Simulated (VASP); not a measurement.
A run of VASP 6.6.1 is set up as follows.

Contents of INCAR:

```
SYSTEM = Re2C
  ALGO = Normal
  EDIFF = 1E-6
  ENCUT = 600
  GGA = PS
  GGA_COMPAT = .FALSE.
  ISIF = 2
  ISMEAR = 0
  LASPH = .TRUE.
  LCHARG = .FALSE.
  LREAL = .FALSE.
  LWAVE = .FALSE.
  NBANDS = 43
  NELM = 120
  PREC = Accurate
  SIGMA = 0.1
```

KPOINTS

```
k-points
0
G
  8 8 2
  0 0 0
```

The input POSCAR:

```
Re2C
1.0
    2.5947083926     -0.0219793920      0.0222633884
   -1.2788591555      2.2577840803      0.0282643907
   -0.0798087163     -0.1598960663      9.1597188431
Re C
4 2
Direct
    0.3327116994      0.6531556866      0.6081820670
    0.6660383058      0.3198248234      0.1081819299
    0.6660299765      0.3198207893      0.3933632366
    0.3327033261      0.6531517727      0.8933636367
    0.3326936031      0.6531559620      0.2507727846
    0.6660481026      0.3198180329      0.7507726922
```

Potentials or basis: VASP PAW PBE potentials, release 64 (Re_sv_GW, C).

The run is started by

```sh
$ cat potpaw_PBE.64/Re_sv_GW/POTCAR potpaw_PBE.64/C/POTCAR > POTCAR
$ mpirun -np 1 vasp_std > vasp.out
```

**Question.** Predict the pressure.

**Answer.** 177.7 GPa.

**Question.** What does it give for the largest force?

**Answer.** 0.095 eV/Å.

Stress tensor (GPa, compression positive):
```
177.53   0.05  -0.01
  0.05 177.55  -0.01
 -0.01  -0.01 178.05
```

Caveat: the PAW data sets were made with another functional, which shifts forces and pressure a little.
